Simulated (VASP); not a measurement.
# NaCl (Fm-3m) in VASP: further runs

Runs on NaCl. Level: PBE. Tasks: single point.

Everything below comes from runs of VASP 6.6.1. Logs are shortened: lines on timing, memory, paths and dates and some standing lists are left out, and cuts for length are marked.

## 1. The cell of the first run

The structure is cubic, space group Fm-3m (No. 225). Conventional cell: a = 5.485 Å, b = 5.485 Å, c = 5.485 Å, α = 90.00°, β = 90.00°, γ = 90.00°. Within 3.6 Å of Na (site symmetry m-3m) lie 6 Cl at 2.74 Å. Within 3.6 Å of Cl (site symmetry m-3m) lie 6 Na at 2.74 Å.

## 2. Single point, PBE

The input, INCAR:

```
SYSTEM = NaCl
  ALGO = Normal
  EDIFF = 1E-6
  ENCUT = 500
  GGA = PE
  GGA_COMPAT = .FALSE.
  ISIF = 2
  ISMEAR = 0
  LASPH = .TRUE.
  LCHARG = .FALSE.
  LREAL = .FALSE.
  LWAVE = .FALSE.
  NBANDS = 14
  NELM = 120
  PREC = Accurate
  SIGMA = 0.01
```

The input, KPOINTS:

```
k-points
0
G
  4 4 4
  0 0 0
```

The input, POSCAR:

```
NaCl
1.0
    0.0000000000      2.7427004899      2.7427004899
    2.7427004899      0.0000000000      2.7427004899
    2.7427004899      2.7427004899      0.0000000000
Na Cl
1 1
Direct
    0.0000000000      0.0000000000      0.0000000000
    0.5000000000      0.5000000000      0.5000000000
```

Potentials or basis: VASP PAW PBE potentials, release 64 (Na_pv, Cl).

Launch:

```
cat potpaw_PBE.64/Na_pv/POTCAR potpaw_PBE.64/Cl/POTCAR > POTCAR
mpirun -np 1 vasp_std > vasp.out
```

OUTCAR:

```text
SYSTEM = NaCl
   EDIFF = 1E-6
   ENCUT = 500
   GGA = PE
   ISIF = 2
   ISMEAR = 0
   LASPH = .TRUE.
   LREAL = .FALSE.
   NELM = 120
   PREC = Accurate

 ion  position               nearest neighbor table
   1  0.000  0.000  0.000-
   2  0.500  0.500  0.500-

  LATTYP: Found a face centered cubic cell.
 ALAT       =     5.4854009798

  Lattice vectors:

 A1 = (   0.0000000000,   2.7427004899,   2.7427004899)
 A2 = (   2.7427004899,   0.0000000000,   2.7427004899)
 A3 = (   2.7427004899,   2.7427004899,   0.0000000000)

Analysis of symmetry for initial positions (statically):
=====================================================================
 Subroutine PRICEL returns:
 Original cell was already a primitive cell.

 Routine SETGRP: Setting up the symmetry group for a
 face centered cubic supercell.

 Subroutine GETGRP returns: Found 48 space group operations
 (whereof 48 operations were pure point group operations)
 out of a pool of 48 trial point group operations.

The static configuration has the point symmetry O_h .

Analysis of symmetry for dynamics (positions and initial velocities):
=====================================================================
 Subroutine PRICEL returns:
 Original cell was already a primitive cell.

 Routine SETGRP: Setting up the symmetry group for a
 face centered cubic supercell.

 Subroutine GETGRP returns: Found 48 space group operations
 (whereof 48 operations were pure point group operations)
 out of a pool of 48 trial point group operations.

The dynamic configuration has the point symmetry O_h .

 Subroutine INISYM returns: Found 48 space group operations
 (whereof 48 operations are pure point group operations),
 and found     1 'primitive' translations

----------------------------------------------------------------------------------------

                                     Primitive cell

  volume of cell :      41.2634

  direct lattice vectors                    reciprocal lattice vectors
     0.000000000  2.742700490  2.742700490    -0.182302078  0.182302078  0.182302078
     2.742700490  0.000000000  2.742700490     0.182302078 -0.182302078  0.182302078
     2.742700490  2.742700490  0.000000000     0.182302078  0.182302078 -0.182302078

  length of vectors
     3.878764230  3.878764230  3.878764230     0.315756462  0.315756462  0.315756462

  position of ions in fractional coordinates (direct lattice)
     0.000000000  0.000000000  0.000000000
     0.500000000  0.500000000  0.500000000

  ion indices of the primitive-cell ions
   primitive index   ion index
                 1           1
                 2           2

----------------------------------------------------------------------------------------

 KPOINTS: k-points

Automatic generation of k-mesh.
 Grid dimensions read from file:
 generate k-points for:    4    4    4

 Generating k-lattice:

  Cartesian coordinates                     Fractional coordinates (reciprocal lattice)
    -0.045575520  0.045575520  0.045575520     0.250000000  0.000000000  0.000000000
     0.045575520 -0.045575520  0.045575520     0.000000000  0.250000000  0.000000000
     0.045575520  0.045575520 -0.045575520     0.000000000  0.000000000  0.250000000

  Length of vectors
     0.078939116  0.078939116  0.078939116

  Shift w.r.t. Gamma in fractional coordinates (k-lattice)
     0.000000000  0.000000000  0.000000000

 Subroutine IBZKPT returns following result:
 ===========================================

 Found      8 irreducible k-points:

 Following reciprocal coordinates:
            Coordinates               Weight
  0.000000  0.000000  0.000000      1.000000
  0.250000  0.000000  0.000000      8.000000
  0.500000  0.000000  0.000000      4.000000
  0.250000  0.250000  0.000000      6.000000
  0.500000  0.250000  0.000000     24.000000
 -0.250000  0.250000  0.000000     12.000000
  0.500000  0.500000  0.000000      3.000000
 -0.250000  0.500000  0.250000      6.000000
   k-points           NKPTS =      8   k-points in BZ     NKDIM =      8   number of bands    NBANDS=     14
   number of dos      NEDOS =    301   number of ions     NIONS =      2
   total plane-waves  NPLWV =  21952
   dimension x,y,z NGX =    28 NGY =   28 NGZ =   28
   dimension x,y,z NGXF=    56 NGYF=   56 NGZF=   56
   ions per type =               1   1
   NGX,Y,Z   is equivalent  to a cutoff of  12.00, 12.00, 12.00 a.u.
   NGXF,Y,Z  is equivalent  to a cutoff of  24.00, 24.00, 24.00 a.u.
 SYSTEM =  NaCl
   PREC   = accura    normal or accurate (medium, high low for compatibility)
   ISTART =      0    job   : 0-new  1-cont  2-samecut
   ICHARG =      2    charge: 1-file 2-atom 10-const
   ISPIN  =      1    spin polarized calculation?
   LNONCOLLINEAR =      F non collinear calculations
   LSORBIT =      F    spin-orbit coupling
   LASPH  =      T    aspherical Exc in radial PAW
   ENCUT  =  500.0 eV  36.75 Ry    6.06 a.u.   7.07  7.07  7.07*2*pi/ulx,y,z
   NELM   =    120;   NELMIN=  2; NELMDL= -5     # of ELM steps
   EDIFF  = 0.1E-05   stopping-criterion for ELM
   LREAL  =      F    real-space projection
   EDIFFG = 0.1E-04   stopping-criterion for IOM
   NSW    =      0    number of steps for IOM
   IBRION =     -1    ionic relax: 0-MD 1-quasi-New 2-CG
   NFREE  =      0    steps in history (QN), initial steepest desc. (CG)
   ISIF   =      2    stress and relaxation
   ISYM   =      2    0-nonsym 1-usesym 2-fastsym
   POTIM  = 0.5000    time-step for ionic-motion
   TEBEG  =    0.0;   TEEND  =   0.0 temperature during run
   PSTRESS=    0.0 pullay stress
   NELECT =      14.0000    total number of electrons
   NUPDOWN=      -1.0000    fix difference up-down
   EMIN   =  10.00;   EMAX   =-10.00  energy-range for DOS
   EFERMI =   0.00;   METHOD = LEGACY
   ISMEAR =     0;   SIGMA  =   0.01  broadening in eV -4-tet -1-fermi 0-gaus
   EFERMI_NEDOS =   21; number of points for ismear=-14 and -15
   IALGO  =     38    algorithm
   IMIX   =      4    mixing-type and parameters
     AMIX     =   0.40;   BMIX     =  1.00
     AMIX_MAG =   1.60;   BMIX_MAG =  1.00
  volume/ion in A,a.u.               =      20.63       139.23
  Fermi-wavevector in a.u.,A,eV,Ry     =   1.141815  2.157718 17.738484  1.303742
  Thomas-Fermi vector in A             =   2.278514
   LORBIT       =      0    0 simple, 1 ext, 2 COOP (PROOUT), +10 PAW based schemes
   GGA     = PE    functional components
   LHFCALC =     F    Hartree Fock is set to
   AEXX    =    0.0000 exact exchange contribution
   IVDW    =     0    specifies the selected vdW correction
   LEPSILON=     F    determine dielectric tensor
   LRPA    =     F    only Hartree local field effects (RPA)
 non-spin polarized calculation
 Gauss-broadening in eV      SIGMA  =   0.01
  energy-cutoff  :      500.00
  volume of cell :       41.26
 maximum number of plane-waves:      1067
   NGX = 15   NGY = 15   NGZ = 15

 number of electron      14.0000007 magnetization

 Free energy of the ion-electron system (eV)
  ---------------------------------------------------
  ext. energy  EPLUGINS =         0.00000000
  ---------------------------------------------------
  free energy    TOTEN  =        -6.72663584 eV

  energy without entropy =       -6.72663584  energy(sigma->0) =       -6.72663584

 E-fermi :  -0.1640     XC(G=0):  -8.5279

 val. band max:       -0.2173657555   @ k =   0.0000   0.0000   0.0000
 cond. band min:       5.2297172868   @ k =   0.0000   0.0000   0.0000
 fundamental gap:      5.4470830424
 Fermi energy:        -0.1639680114

 k-point     1 :       0.0000    0.0000    0.0000
  band No.  band energies     occupation
      1     -20.8935      2.00000
      2     -20.8935      2.00000
      3     -20.8935      2.00000
      4     -13.0800      2.00000
      5      -0.2174      2.00000
      6      -0.2174      2.00000
      7      -0.2174      2.00000
      8       5.2297      0.00000
      9      10.9757      0.00000
     10      10.9757      0.00000
     11      10.9757      0.00000
     12      13.2494      0.00000
     13      13.2494      0.00000
     14      14.9958      0.00000

 k-point     2 :       0.2500    0.0000    0.0000
  band No.  band energies     occupation
      1     -20.9154      2.00000
      2     -20.8949      2.00000
      3     -20.8949      2.00000
      4     -12.8715      2.00000
      5      -1.4620      2.00000
      6      -0.3795      2.00000
      7      -0.3795      2.00000
      8       6.7306      0.00000
      9      10.0026      0.00000
     10      11.3399      0.00000
     11      11.3399      0.00000
     12      13.2652      0.00000
     13      13.2652      0.00000
     14      16.0684      0.00000

 k-point     3 :       0.5000    0.0000    0.0000
  band No.  band energies     occupation
      1     -20.9368      2.00000
      2     -20.8964      2.00000
      3     -20.8964      2.00000
      4     -12.6477      2.00000
      5      -2.4067      2.00000
      6      -0.5311      2.00000
      7      -0.5311      2.00000
      8       7.1987      0.00000
      9      10.9516      0.00000
     10      10.9516      0.00000
     11      11.1073      0.00000
     12      15.3301      0.00000
     13      16.3066      0.00000
     14      16.3066      0.00000
[... 52 lines left out ...]
 k-point     7 :       0.5000    0.5000    0.0000
  band No.  band energies     occupation
      1     -20.9223      2.00000
      2     -20.9050      2.00000
      3     -20.9050      2.00000
      4     -12.5970      2.00000
      5      -2.1067      2.00000
      6      -0.8978      2.00000
      7      -0.8978      2.00000
      8       7.5594      0.00000
      9       7.7754      0.00000
     10      11.7136      0.00000
     11      15.3260      0.00000
     12      15.3260      0.00000
     13      15.3565      0.00000
     14      17.1795      0.00000

 k-point     8 :      -0.2500    0.5000    0.2500
  band No.  band energies     occupation
      1     -20.9136      2.00000
      2     -20.9136      2.00000
      3     -20.9084      2.00000
      4     -12.5724      2.00000
      5      -1.5759      2.00000
      6      -1.5759      2.00000
      7      -1.0857      2.00000
      8       8.9546      0.00000
      9       9.6985      0.00000
     10       9.6985      0.00000
     11      11.5638      0.00000
     12      16.1476      0.00000
     13      16.1476      0.00000
     14      16.6750      0.00000

------------------------ aborting loop because EDIFF is reached ----------------------------------------

  FORCE on cell =-STRESS in cart. coord.  units (eV):
  Direction    XX          YY          ZZ          XY          YZ          ZX
  --------------------------------------------------------------------------------------
  -------------------------------------------------------------------------------------
  Total        0.8891657      0.8891657      0.8891657      0.0000000      0.0000000     -0.0000000
  in kB       34.5245572     34.5245572     34.5245572      0.0000000      0.0000000     -0.0000000
  external PRESSURE =      34.5245572 kB  Pullay stress =       0.0000000 kB

 VOLUME and BASIS-vectors are now :
 -----------------------------------------------------------------------------
  energy-cutoff  :      500.00
  volume of cell :       41.26
      direct lattice vectors                 reciprocal lattice vectors
     0.000000000  2.742700490  2.742700490    -0.182302078  0.182302078  0.182302078
     2.742700490  0.000000000  2.742700490     0.182302078 -0.182302078  0.182302078
     2.742700490  2.742700490  0.000000000     0.182302078  0.182302078 -0.182302078

 POSITION                                       TOTAL-FORCE (eV/Angst)
 -----------------------------------------------------------------------------------
      0.00000      0.00000      0.00000        -0.000000     -0.000000     -0.000000
      2.74270      2.74270      2.74270         0.000000      0.000000      0.000000
 -----------------------------------------------------------------------------------
    total drift:                                0.000000      0.000000      0.000000

  FREE ENERGIE OF THE ION-ELECTRON SYSTEM (eV)
  ---------------------------------------------------
  free  energy   TOTEN  =        -6.7266358370 eV

  energy  without entropy=       -6.7266358370  energy(sigma->0) =       -6.72663584
```

Run time: 3.2 s. Hardware: 1 thread of AMD EPYC 9R45 (Zen 5), shared host; peak memory 0.11 GiB.

Results:

```
Free energy            : -6.7266 eV
Pressure               : 3.5 GPa
Band gap on the k mesh : 5.45 eV, direct
```

Caveat: the k points lie up to 0.50 Å⁻¹ apart.

(Continued in part 2 of 2.)
